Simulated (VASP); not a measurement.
# Ti (P6_3/mmc) in VASP: single point with r2SCAN

Aim: the single point of Ti with r2SCAN.

Everything below comes from runs of VASP 6.6.1. Logs are shortened: lines on timing, memory, paths and dates and some standing lists are left out, and cuts for length are marked.

**1. The cell of the first run**

The structure is hexagonal, space group P6_3/mmc (No. 194). Conventional cell: a = 2.950 Å, b = 2.950 Å, c = 4.680 Å, α = 90.00°, β = 90.00°, γ = 120.00°. Within 3.8 Å of Ti (site symmetry -6m2) lie 12 Ti at 2.89 to 2.95 Å.

**2. Single point, r2SCAN**

POSCAR reads:

```
Ti
1.0
    2.9500000000      0.0000000000      0.0000000000
   -1.4750000000      2.5547749412      0.0000000000
    0.0000000000      0.0000000000      4.6800000000
Ti
2
Direct
    0.3333333333      0.6666666667      0.2500000000
    0.6666666667      0.3333333333      0.7500000000
```

INCAR.step1 reads:

```
PREC = Accurate
ENCUT = 520
ISMEAR = 0
SIGMA = 0.1
LREAL = F
LASPH = T
NELM = 80
NBANDS = 19
GGA = PE
ALGO = Normal
EDIFF = 1E-4
LWAVE = T
LCHARG = F
```

INCAR.step2 reads:

```
PREC = Accurate
ENCUT = 520
EDIFF = 1E-6
ISMEAR = 0
SIGMA = 0.1
LREAL = F
LASPH = T
NELM = 80
ALGO = Normal
ISIF = 2
LWAVE = F
LCHARG = F
METAGGA = R2SCAN
LMIXTAU = T
NBANDS = 19
ISTART = 1
```

KPOINTS reads:

```
Automatic mesh
0
Gamma
  9 9 4
```

Potentials or basis: VASP PAW PBE potentials, release 64 (Ti_sv).

Run with:

```console
$ cat potpaw_PBE.64/Ti_sv/POTCAR > POTCAR
$ cp INCAR.step1 INCAR
$ mpirun -np 1 vasp_std > vasp.out
$ cp INCAR.step2 INCAR
$ mpirun -np 1 vasp_std > vasp.out
```

OUTCAR:

```text
PREC = Accurate
   ENCUT = 520
   EDIFF = 1E-6
   ISMEAR = 0
   LREAL = F
   LASPH = T
   NELM = 80
   ISIF = 2
   METAGGA = R2SCAN
   ISTART = 1

 ion  position               nearest neighbor table
   1  0.333  0.667  0.250-   2 2.89   2 2.89   2 2.89   2 2.89   2 2.89   2 2.89
   2  0.667  0.333  0.750-   1 2.89   1 2.89   1 2.89   1 2.89   1 2.89   1 2.89

  LATTYP: Found a hexagonal cell.
 ALAT       =     2.9500000000
 C/A-ratio  =     1.5864406780

  Lattice vectors:

 A1 = (   2.9500000000,   0.0000000000,   0.0000000000)
 A2 = (  -1.4750000000,   2.5547749412,   0.0000000000)
 A3 = (   0.0000000000,   0.0000000000,   4.6800000000)

Analysis of symmetry for initial positions (statically):
=====================================================================
 Subroutine PRICEL returns:
 Original cell was already a primitive cell.

 Routine SETGRP: Setting up the symmetry group for a
 hexagonal supercell.

 Subroutine GETGRP returns: Found 24 space group operations
 (whereof 12 operations were pure point group operations)
 out of a pool of 24 trial point group operations.

The static configuration has the point symmetry D_3d.
 The point group associated with its full space group is D_6h.

Analysis of symmetry for dynamics (positions and initial velocities):
=====================================================================
 Subroutine PRICEL returns:
 Original cell was already a primitive cell.

 Routine SETGRP: Setting up the symmetry group for a
 hexagonal supercell.

 Subroutine GETGRP returns: Found 24 space group operations
 (whereof 12 operations were pure point group operations)
 out of a pool of 24 trial point group operations.

The dynamic configuration has the point symmetry D_3d.
 The point group associated with its full space group is D_6h.

 Subroutine INISYM returns: Found 24 space group operations
 (whereof 12 operations are pure point group operations),
 and found     1 'primitive' translations

----------------------------------------------------------------------------------------

                                     Primitive cell

  volume of cell :      35.2712

  direct lattice vectors                    reciprocal lattice vectors
     2.950000000  0.000000000  0.000000000     0.338983051  0.195711956  0.000000000
    -1.475000000  2.554774941  0.000000000     0.000000000  0.391423911  0.000000000
     0.000000000  0.000000000  4.680000000     0.000000000  0.000000000  0.213675214

  length of vectors
     2.950000000  2.950000000  4.680000000     0.391423911  0.391423911  0.213675214

  position of ions in fractional coordinates (direct lattice)
[... 79 lines left out ...]
   EDIFF  = 0.1E-05   stopping-criterion for ELM
   LREAL  =      F    real-space projection
   EDIFFG = 0.1E-04   stopping-criterion for IOM
   NSW    =      0    number of steps for IOM
   IBRION =     -1    ionic relax: 0-MD 1-quasi-New 2-CG
   NFREE  =      0    steps in history (QN), initial steepest desc. (CG)
   ISIF   =      2    stress and relaxation
   ISYM   =      2    0-nonsym 1-usesym 2-fastsym
   POTIM  = 0.5000    time-step for ionic-motion
   TEBEG  =    0.0;   TEEND  =   0.0 temperature during run
   PSTRESS=    0.0 pullay stress
   NELECT =      24.0000    total number of electrons
   NUPDOWN=      -1.0000    fix difference up-down
   EMIN   =  10.00;   EMAX   =-10.00  energy-range for DOS
   EFERMI =   0.00;   METHOD = LEGACY
   ISMEAR =     0;   SIGMA  =   0.10  broadening in eV -4-tet -1-fermi 0-gaus
   EFERMI_NEDOS =   21; number of points for ismear=-14 and -15
   IALGO  =     38    algorithm
   IMIX   =      4    mixing-type and parameters
     AMIX     =   0.40;   BMIX     =  1.00
     AMIX_MAG =   1.60;   BMIX_MAG =  1.00
  volume/ion in A,a.u.               =      17.64       119.01
  Fermi-wavevector in a.u.,A,eV,Ry     =   1.439920  2.721055 28.209912  2.073370
  Thomas-Fermi vector in A             =   2.558722
   LORBIT       =      0    0 simple, 1 ext, 2 COOP (PROOUT), +10 PAW based schemes
   METAGGA = R2SCAN    functional components
   LHFCALC =     F    Hartree Fock is set to
   AEXX    =    0.0000 exact exchange contribution
   IVDW    =     0    specifies the selected vdW correction
   LEPSILON=     F    determine dielectric tensor
   LRPA    =     F    only Hartree local field effects (RPA)
 non-spin polarized calculation
 Gauss-broadening in eV      SIGMA  =   0.10
  energy-cutoff  :      520.00
  volume of cell :       35.27
 maximum number of plane-waves:       970
 NGX is ok and might be reduce to    24
   NGX = 11   NGY = 11   NGZ = 17

 number of electron      24.0000002 magnetization

 Free energy of the ion-electron system (eV)
  ---------------------------------------------------
  ext. energy  EPLUGINS =         0.00000000
  ---------------------------------------------------
  free energy    TOTEN  =       -25.91104502 eV

  energy without entropy =      -25.90272054  energy(sigma->0) =      -25.90688278

 E-fermi :   8.2130     XC(G=0): -12.3181

 val. band max:        8.2021238849   @ k =   0.1111   0.1111   0.2500
 cond. band min:       8.2206570029   @ k =   0.0000   0.0000   0.2500
 fundamental gap:      0.0185331181
 Fermi energy:         8.2129885615

 k-point     1 :       0.0000    0.0000    0.0000
  band No.  band energies     occupation
      1     -51.0259      2.00000
      2     -50.8917      2.00000
      3     -26.5658      2.00000
      4     -25.9313      2.00000
      5     -25.9312      2.00000
      6     -25.8667      2.00000
[... 505 lines left out ...]
      6     -26.1198      2.00000
[... 11 lines left out ...]
     18      11.4579      0.00000
     19      14.9272      0.00000

 [... further k-points ...]

------------------------ aborting loop because EDIFF is reached ----------------------------------------

  FORCE on cell =-STRESS in cart. coord.  units (eV):
  Direction    XX          YY          ZZ          XY          YZ          ZX
  --------------------------------------------------------------------------------------
  -------------------------------------------------------------------------------------
  Total       -0.3445367     -0.3445367     -0.6053708      0.0000000      0.0000000      0.0000000
  in kB      -15.6504030    -15.6504030    -27.4986618      0.0000000      0.0000000      0.0000000
  external PRESSURE =     -19.5998226 kB  Pullay stress =       0.0000000 kB

 VOLUME and BASIS-vectors are now :
 -----------------------------------------------------------------------------
  energy-cutoff  :      520.00
  volume of cell :       35.27
      direct lattice vectors                 reciprocal lattice vectors
     2.950000000  0.000000000  0.000000000     0.338983051  0.195711956  0.000000000
    -1.475000000  2.554774941  0.000000000     0.000000000  0.391423911  0.000000000
     0.000000000  0.000000000  4.680000000     0.000000000  0.000000000  0.213675214

 POSITION                                       TOTAL-FORCE (eV/Angst)
 -----------------------------------------------------------------------------------
     -0.00000      1.70318      1.17000         0.000000     -0.000000      0.000000
      1.47500      0.85159      3.51000        -0.000000      0.000000      0.000000
 -----------------------------------------------------------------------------------
    total drift:                               -0.000000      0.000000     -0.000000

  FREE ENERGIE OF THE ION-ELECTRON SYSTEM (eV)
  ---------------------------------------------------
  free  energy   TOTEN  =       -25.9110450188 eV

  energy  without entropy=      -25.9027205449  energy(sigma->0) =      -25.90688278
```

OSZICAR.step1:

```text
N       E                     dE             d eps       ncg     rms          rms(c)
DAV:   1     0.259071587837E+03    0.25907E+03   -0.13033E+04  1376   0.156E+03
DAV:   2     0.121924049857E+02   -0.24688E+03   -0.24325E+03  1413   0.436E+02
DAV:   3    -0.164729777197E+02   -0.28665E+02   -0.28308E+02  2549   0.123E+02
DAV:   4    -0.177432041612E+02   -0.12702E+01   -0.12690E+01  1555   0.264E+01
DAV:   5    -0.178041566384E+02   -0.60952E-01   -0.60941E-01  2070   0.409E+00    0.117E+01
DAV:   6    -0.156811012243E+02    0.21231E+01   -0.77837E+00  1571   0.278E+01    0.289E+00
DAV:   7    -0.156652255417E+02    0.15876E-01   -0.69784E-01  2044   0.602E+00    0.206E+00
DAV:   8    -0.156900777194E+02   -0.24852E-01   -0.19302E-01  1498   0.506E+00    0.676E-01
DAV:   9    -0.156824519704E+02    0.76257E-02   -0.42308E-02  1585   0.207E+00    0.660E-02
DAV:  10    -0.156828212403E+02   -0.36927E-03   -0.29840E-03  1932   0.325E-01    0.742E-02
DAV:  11    -0.156828578874E+02   -0.36647E-04   -0.10696E-04  1039   0.735E-02
   1 F= -.15682858E+02 E0= -.15678669E+02  d E =-.837869E-02
```

Wall time 78 s (1 thread of Intel Xeon Platinum 8488C (Sapphire Rapids), shared host); peak memory 0.16 GiB.

What came out:

- Free energy: -25.9110 eV
- Pressure: -2.0 GPa
- Band gap on the k mesh: zero (bands 12 and 13 overlap by 1.21 eV)

Caveat: the PAW data sets were made with another functional, which shifts forces and pressure a little.
